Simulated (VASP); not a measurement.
Here is a VASP 6.6.1 calculation.

File INCAR:

```
SYSTEM = Si4Ge3
PREC = Accurate
ENCUT = 520
EDIFF = 1E-6
ISMEAR = 0
SIGMA = 0.1
LREAL = .False.
LASPH = .True.
NELM = 80
ALGO = Normal
ISIF = 2
LWAVE = .False.
LCHARG = .True.
GGA = PE
LELF = .True.
LVHAR = .True.
NBANDS = 71
```

The input KPOINTS:

```
Automatic mesh
0
Gamma
  3 3 3
  0 0 0
```

The input POSCAR:

```
Si4Ge3
1.0
    5.2182861649      3.0115431233      3.2198287594
   -5.2183331346      3.0121395393      3.2193384881
    0.0005022049     -6.0266800964      3.2224367770
Si Ge
8 6
Direct
    0.8400613531      0.9814103679      0.5597116657
    0.2679634299      0.6958421914      0.4098523319
    0.5595995854      0.8400125658      0.9813933850
    0.4098662071      0.2678953678      0.6959112698
    0.9814132239      0.5596604445      0.8400452317
    0.6958167867      0.4098233950      0.2679417282
    0.8750567209      0.8750796791      0.8750366545
    0.1207175110      0.1207722597      0.1208314159
    0.1590332038      0.0169579792      0.4455926769
    0.7327930949      0.3044012025      0.5907762204
    0.4455058956      0.1589689390      0.0169334289
    0.5908302212      0.7328085268      0.3043217845
    0.0169342682      0.4456015319      0.1589568033
    0.3044084980      0.5907655494      0.7326954031
```

Potentials or basis: VASP PAW PBE potentials, release 64 (Si, Ge_d).

Launch:

```sh
$ cat potpaw_PBE.64/Si/POTCAR potpaw_PBE.64/Ge_d/POTCAR > POTCAR
$ mpirun -np 1 vasp_std > vasp.out
```

(1) Estimate the largest force.

(2) Predict the band gap on the k mesh.

Answers

(1) 0.005 eV/Å.

(2) 0.72 eV, indirect (least direct gap 1.56 eV).
